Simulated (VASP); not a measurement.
Wanted: the native input for a VASP 6.6.1 run.

| Quantity | Value |
| --- | --- |
| Task | single point |
| Functional | PBE |
| Potentials or basis | VASP PAW PBE potentials, release 64 (Pb_d, O) |
| Cutoff | 520 eV |
| k mesh | 6 × 6 × 8 |
| Occupations | fermi-dirac, width 0.02 eV |
| Spin | no spin polarisation |
| Dipole correction | no |
| Further INCAR settings | ALGO = Normal; EDIFF = 1e-07; NBANDS = 35 |

The structure of PbO2 lies in POSCAR:

```
PbO2
1.0
    4.9838460811      0.0000000000      0.0000000000
    0.0000000000      4.9838460811      0.0000000000
    0.0000000000      0.0000000000      3.3394698570
Pb O
2 4
Direct
    0.0000000000      0.0000000000      0.0000000000
    0.5000000000      0.5000000000      0.5000000000
    0.3065771185      0.3065771185      0.0000000000
    0.1934228815      0.8065771185      0.5000000000
    0.8065771185      0.1934228815      0.5000000000
    0.6934228815      0.6934228815      0.0000000000
```

This cell differs from its parent crystal: uniaxial z strain -2.0%.

One way to write it, as run:

INCAR

```
PREC = Accurate
ENCUT = 520
EDIFF = 1E-7
ISMEAR = -1
SIGMA = 0.02
LREAL = F
LASPH = T
NELM = 100
ALGO = Normal
ISIF = 2
LWAVE = F
LCHARG = T
GGA = PE
LELF = T
LVHAR = T
NBANDS = 35
```

KPOINTS

```
regular mesh
0
Gamma
  6 6 8
```

Potentials or basis: VASP PAW PBE potentials, release 64 (Pb_d, O).

The run is started by

```console
$ cat potpaw_PBE.64/Pb_d/POTCAR potpaw_PBE.64/O/POTCAR > POTCAR
$ mpirun -np 1 vasp_std > vasp.out
```

Results of the run:

* Pressure: 10.5 GPa
* Largest force: 0.062 eV/Å
* Band gap on the k mesh: 0.10 eV (least direct gap 0.23 eV)

Caveat: the cell differs from its parent crystal (uniaxial z strain -2.0%); the cell stands under pressure; spin-orbit coupling is left out, which moves the levels of the heavy elements.

It took 2.2 min on 1 thread of Intel(R) Xeon(R) Platinum 8259CL CPU @ 2.50GHz (Skylake/Cascade Lake), on a shared host, peak memory 0.26 GiB.
